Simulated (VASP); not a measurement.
# Al3O in VASP: notebook

The runs below take Al3O through relaxation of the atoms, with LDA.

Everything below comes from runs of VASP 6.6.1. Logs are shortened: lines on timing, memory, paths and dates and some standing lists are left out, and cuts for length are marked.

### 1 The cell of the first run

The cell holds a slab with vacuum, 4 atoms: a = 2.817 Å, b = 2.817 Å, c = 20.032 Å, α = 90.00°, β = 90.00°, γ = 120.00°.

### 2 Relaxation of the atoms, LDA

INCAR

```
PREC = Accurate ; ENCUT = 520
EDIFF = 1E-7 ; ISMEAR = 0
SIGMA = 0.1 ; LREAL = False
LASPH = True ; NELM = 120
ALGO = Normal ; ISIF = 2
LWAVE = False ; LCHARG = False
LDIPOL = True ; IDIPOL = 3
DIPOL = 0.5 0.5 0.348 ; IBRION = 2
NSW = 36 ; EDIFFG = -0.025
GGA_COMPAT = False ; NELMIN = 4
NELMDL = -8
```

KPOINTS

```
Automatic mesh
0
Gamma
  12 12 1
```

POSCAR

```
Al3O
1.0
    2.8168432364      0.0000000000      0.0000000000
   -1.4084216182      2.4394578012      0.0000000000
    0.0000000000      0.0000000000     20.0321727773
Al O
3 1
Selective dynamics
Direct
    0.6666666667      0.3333333333      0.1996787889  F F F
    0.3333333333      0.6666666667      0.3128097090  F F F
    0.0000000000      0.0000000000      0.4259234818  F F F
    0.6666666667      0.3333333333      0.4551698758  F F T
```

Potentials or basis: VASP PAW LDA potentials, release 64 (Al, O).

Command:

```
> cat potpaw_LDA.64/Al/POTCAR potpaw_LDA.64/O/POTCAR > POTCAR
> mpirun -np 1 vasp_std > vasp.out
```

OUTCAR:

```text
PREC = Accurate
   ENCUT = 520
   EDIFF = 1E-7
   ISMEAR = 0
   LREAL = False
   LASPH = True
   NELM = 120
   ISIF = 2
   IBRION = 2
   NSW = 36
   EDIFFG = -0.025
   NELMIN = 4
   NELMDL = -8

 ion  position               nearest neighbor table
   1  0.667  0.333  0.200-   2 2.79   2 2.79   2 2.79
   2  0.333  0.667  0.313-   3 2.79   3 2.79   3 2.79   1 2.79   1 2.79   1 2.79
   3  0.000  0.000  0.426-   4 1.73   4 1.73   4 1.73   2 2.79   2 2.79   2 2.79
   4  0.667  0.333  0.455-   3 1.73   3 1.73   3 1.73

  LATTYP: Found a hexagonal cell.
 ALAT       =     2.8168432364
 C/A-ratio  =     7.1115681975

  Lattice vectors:

 A1 = (   2.8168432364,   0.0000000000,   0.0000000000)
 A2 = (  -1.4084216182,   2.4394578012,   0.0000000000)
 A3 = (   0.0000000000,   0.0000000000,  20.0321727773)

Analysis of symmetry for initial positions (statically):
=====================================================================
 Subroutine PRICEL returns:
 Original cell was already a primitive cell.

 Routine SETGRP: Setting up the symmetry group for a
 hexagonal supercell.

 Subroutine GETGRP returns: Found  6 space group operations
 (whereof  6 operations were pure point group operations)
 out of a pool of 24 trial point group operations.

The static configuration has the point symmetry C_3v.

Analysis of symmetry for dynamics (positions and initial velocities):
=====================================================================
 Subroutine PRICEL returns:
 Original cell was already a primitive cell.

 Routine SETGRP: Setting up the symmetry group for a
 hexagonal supercell.

 Subroutine GETGRP returns: Found  6 space group operations
 (whereof  6 operations were pure point group operations)
 out of a pool of 24 trial point group operations.

The dynamic configuration has the point symmetry C_3v.

Analysis of constrained symmetry for selective dynamics:
=====================================================================
 Subroutine PRICEL returns:
 Original cell was already a primitive cell.

 Routine SETGRP: Setting up the symmetry group for a
 hexagonal supercell.

 Subroutine GETGRP returns: Found  6 space group operations
 (whereof  6 operations were pure point group operations)
 out of a pool of 24 trial point group operations.

The constrained configuration has the point symmetry C_3v.

 Subroutine INISYM returns: Found  6 space group operations
 (whereof  6 operations are pure point group operations),
 and found     1 'primitive' translations

----------------------------------------------------------------------------------------

                                     Primitive cell

  volume of cell :     137.6525

  direct lattice vectors                    reciprocal lattice vectors
     2.816843236  0.000000000  0.000000000     0.355007331  0.204963578  0.000000000
    -1.408421618  2.439457801  0.000000000     0.000000000  0.409927157  0.000000000
     0.000000000  0.000000000 20.032172777     0.000000000  0.000000000  0.049919697

  length of vectors
     2.816843236  2.816843236 20.032172777     0.409927157  0.409927157  0.049919697

  position of ions in fractional coordinates (direct lattice)
     0.666666667  0.333333333  0.199678789
     0.333333333  0.666666667  0.312809709
     0.000000000  0.000000000  0.425923482
     0.666666667  0.333333333  0.455169876

  ion indices of the primitive-cell ions
   primitive index   ion index
                 1           1
                 2           2
                 3           3
                 4           4

----------------------------------------------------------------------------------------

 KPOINTS: Automatic mesh

Automatic generation of k-mesh.
 Grid dimensions read from file:
 generate k-points for:   12   12    1

 Generating k-lattice:

  Cartesian coordinates                     Fractional coordinates (reciprocal lattice)
     0.029583944  0.017080298  0.000000000     0.083333333  0.000000000  0.000000000
     0.000000000  0.034160596  0.000000000     0.000000000  0.083333333  0.000000000
     0.000000000  0.000000000  0.049919697     0.000000000  0.000000000  1.000000000

  Length of vectors
     0.034160596  0.034160596  0.049919697

  Shift w.r.t. Gamma in fractional coordinates (k-lattice)
     0.000000000  0.000000000  0.000000000

 Subroutine IBZKPT returns following result:
 ===========================================

 Found     19 irreducible k-points:

 Following reciprocal coordinates:
            Coordinates               Weight
  0.000000  0.000000  0.000000      1.000000
  0.083333  0.000000  0.000000      6.000000
  0.166667  0.000000  0.000000      6.000000
  0.250000  0.000000  0.000000      6.000000
  0.333333  0.000000  0.000000      6.000000
  0.416667  0.000000  0.000000      6.000000
[... 11 lines left out ...]
  0.333333  0.250000  0.000000     12.000000
  0.333333  0.333333  0.000000      2.000000
   k-points           NKPTS =     19   k-points in BZ     NKDIM =     19   number of bands    NBANDS=     11
   number of dos      NEDOS =    301   number of ions     NIONS =      4
   total plane-waves  NPLWV =  86400
   dimension x,y,z NGX =    24 NGY =   24 NGZ =  150
   dimension x,y,z NGXF=    48 NGYF=   48 NGZF=  300
   ions per type =               3   1
   NGX,Y,Z   is equivalent  to a cutoff of  14.16, 14.16, 12.45 a.u.
   NGXF,Y,Z  is equivalent  to a cutoff of  28.33, 28.33, 24.90 a.u.
 SYSTEM =  unknown system
   PREC   = accura    normal or accurate (medium, high low for compatibility)
   ISTART =      0    job   : 0-new  1-cont  2-samecut
   ICHARG =      2    charge: 1-file 2-atom 10-const
   ISPIN  =      1    spin polarized calculation?
   LNONCOLLINEAR =      F non collinear calculations
   LSORBIT =      F    spin-orbit coupling
   LASPH  =      T    aspherical Exc in radial PAW
   ENCUT  =  520.0 eV  38.22 Ry    6.18 a.u.   5.24  5.24 37.25*2*pi/ulx,y,z
   NELM   =    120;   NELMIN=  4; NELMDL= -8     # of ELM steps
   EDIFF  = 0.1E-06   stopping-criterion for ELM
   LREAL  =      F    real-space projection
   EDIFFG = -.3E-01   stopping-criterion for IOM
   NSW    =     36    number of steps for IOM
   IBRION =      2    ionic relax: 0-MD 1-quasi-New 2-CG
   NFREE  =      1    steps in history (QN), initial steepest desc. (CG)
   ISIF   =      2    stress and relaxation
   ISYM   =      2    0-nonsym 1-usesym 2-fastsym
   POTIM  = 0.5000    time-step for ionic-motion
   TEBEG  =    0.0;   TEEND  =   0.0 temperature during run
   PSTRESS=    0.0 pullay stress
   NELECT =      15.0000    total number of electrons
   NUPDOWN=      -1.0000    fix difference up-down
   EMIN   =  10.00;   EMAX   =-10.00  energy-range for DOS
   EFERMI =   0.00;   METHOD = LEGACY
   ISMEAR =     0;   SIGMA  =   0.10  broadening in eV -4-tet -1-fermi 0-gaus
   EFERMI_NEDOS =   21; number of points for ismear=-14 and -15
   IALGO  =     38    algorithm
   IMIX   =      4    mixing-type and parameters
     AMIX     =   0.40;   BMIX     =  1.00
     AMIX_MAG =   1.60;   BMIX_MAG =  1.00
  volume/ion in A,a.u.               =      34.41       232.23
  Fermi-wavevector in a.u.,A,eV,Ry     =   0.781947  1.477665  8.319158  0.611441
  Thomas-Fermi vector in A             =   1.885569
   LORBIT       =      0    0 simple, 1 ext, 2 COOP (PROOUT), +10 PAW based schemes
   GGA     = CA    functional components
   LHFCALC =     F    Hartree Fock is set to
   AEXX    =    0.0000 exact exchange contribution
   IVDW    =     0    specifies the selected vdW correction
   LEPSILON=     F    determine dielectric tensor
   LRPA    =     F    only Hartree local field effects (RPA)
 conjugate gradient relaxation of ions
 non-spin polarized calculation
 Gauss-broadening in eV      SIGMA  =   0.10
  energy-cutoff  :      520.00
  volume of cell :      137.65
 maximum number of plane-waves:      3744
 NGX is ok and might be reduce to    24
   NGX = 11   NGY = 11   NGZ = 75

--------------------------------------- Ionic step        1  -------------------------------------------

 number of electron      15.0000008 magnetization

 Free energy of the ion-electron system (eV)
  ---------------------------------------------------
  ext. energy  EPLUGINS =         0.00000000
  ---------------------------------------------------
  free energy    TOTEN  =       -22.20799880 eV

  energy without entropy =      -22.20003839  energy(sigma->0) =      -22.20401859

------------------------ aborting loop because EDIFF is reached ----------------------------------------

 vacuum level on the upper side and lower side of the slab       (xc-potential included)        -0.313        -0.025

  FORCE on cell =-STRESS in cart. coord.  units (eV):
  Direction    XX          YY          ZZ          XY          YZ          ZX
  --------------------------------------------------------------------------------------
  -------------------------------------------------------------------------------------
  Total        3.6448756      3.6448756      2.0850858      0.0000000     -0.0000000      0.0000000
  in kB       42.4237683     42.4237683     24.2689213      0.0000000     -0.0000000      0.0000000
  external PRESSURE =      36.3721527 kB  Pullay stress =       0.0000000 kB
[... 19 lines left out ...]
  FREE ENERGIE OF THE ION-ELECTRON SYSTEM (eV)
  ---------------------------------------------------
  free  energy   TOTEN  =       -22.2079987956 eV

  energy  without entropy=      -22.2000383900  energy(sigma->0) =      -22.20401859

 dipolmoment           0.000000      0.000000     -0.012206 electrons x Angstroem

--------------------------------------- Ionic step        2  -------------------------------------------

 number of electron      15.0000002 magnetization

------------------------ aborting loop because EDIFF is reached ----------------------------------------
[... 33 lines left out ...]
--------------------------------------- Ionic step        3  -------------------------------------------

 number of electron      15.0000007 magnetization

 dipolmoment           0.000000      0.000000      0.047782 electrons x Angstroem

 Free energy of the ion-electron system (eV)
  ---------------------------------------------------
  ext. energy  EPLUGINS =         0.00000000
  ---------------------------------------------------
  free energy    TOTEN  =       -22.35813508 eV

  energy without entropy =      -22.34987602  energy(sigma->0) =      -22.35400555

 E-fermi :   0.2281     XC(G=0):  -4.7955

 val. band max:        0.2001538258   @ k =   0.3333   0.2500   0.0000
 cond. band min:       0.2501920824   @ k =   0.3333   0.0000   0.0000
 fundamental gap:      0.0500382566
 Fermi energy:         0.2281302391

 k-point     1 :       0.0000    0.0000    0.0000
  band No.  band energies     occupation
      1     -21.0217      2.00000
      2     -10.4703      2.00000
      3      -8.4009      2.00000
      4      -5.8112      2.00000
      5      -4.5323      2.00000
      6      -4.5323      2.00000
      7      -3.0906      2.00000
      8       0.7856      0.00000
      9       3.5358      0.00000
     10       4.7264      0.00000
     11       5.2405      0.00000
[... 240 lines left out ...]
  band No.  band energies     occupation
      1     -19.6249      2.00000
      2      -7.7393      2.00000
      3      -7.5022      2.00000
      4      -4.8598      2.00000
      5      -2.5337      2.00000
      6      -2.3202      2.00000
      7      -2.2758      2.00000
      8      -0.3891      2.00000
      9      -0.3397      2.00000
     10       1.2007      0.00000
     11       3.4531      0.00000

------------------------ aborting loop because EDIFF is reached ----------------------------------------

 vacuum level on the upper side and lower side of the slab       (xc-potential included)         0.602        -0.627

  FORCE on cell =-STRESS in cart. coord.  units (eV):
  Direction    XX          YY          ZZ          XY          YZ          ZX
  --------------------------------------------------------------------------------------
  -------------------------------------------------------------------------------------
  Total        1.8424924      1.8424924      0.4654246      0.0000000      0.0000000      0.0000000
  in kB       21.4453052     21.4453052      5.4172126      0.0000000      0.0000000      0.0000000
  external PRESSURE =      16.1026077 kB  Pullay stress =       0.0000000 kB
[... 19 lines left out ...]
  FREE ENERGIE OF THE ION-ELECTRON SYSTEM (eV)
  ---------------------------------------------------
  free  energy   TOTEN  =       -22.3581350842 eV

  energy  without entropy=      -22.3498760174  energy(sigma->0) =      -22.35400555

 reached required accuracy - stopping structural energy minimisation

 vacuum level on the upper side and lower side of the slab         5.472         4.209
```

Wall time 69 s (1 thread of AMD EPYC 9R45 (Zen 5), shared host); peak memory 0.19 GiB.

Results:

- Free energy: -22.3581 eV
- Energy gained by relaxing: 37.5 meV/atom
- Ionic steps: 3
- Band gap on the k mesh: zero (an odd number of electrons rules out a gap without spin polarisation)

The path:
```
step  energy change (eV)  largest force on free atoms (eV/Å)  pressure (GPa)
   1              0.0000                              2.2941            3.64
   2             -0.1466                              0.3529            1.91
   3             -0.1501                              0.0017            1.61
```

Final structure:
```
Al O
1.0
     2.81684    0.00000    0.00000
    -1.40842    2.43946    0.00000
     0.00000    0.00000   20.03217
Al O
3 1
Direct
  0.66667 0.33333 0.19968
  0.33333 0.66667 0.31281
  0.00000 0.00000 0.42592
  0.66667 0.33333 0.46170
```

Caveat: an odd number of electrons without spin polarisation forces a metal; a magnetic or distorted state may lie lower.

(Continued in part 2 of 2.)
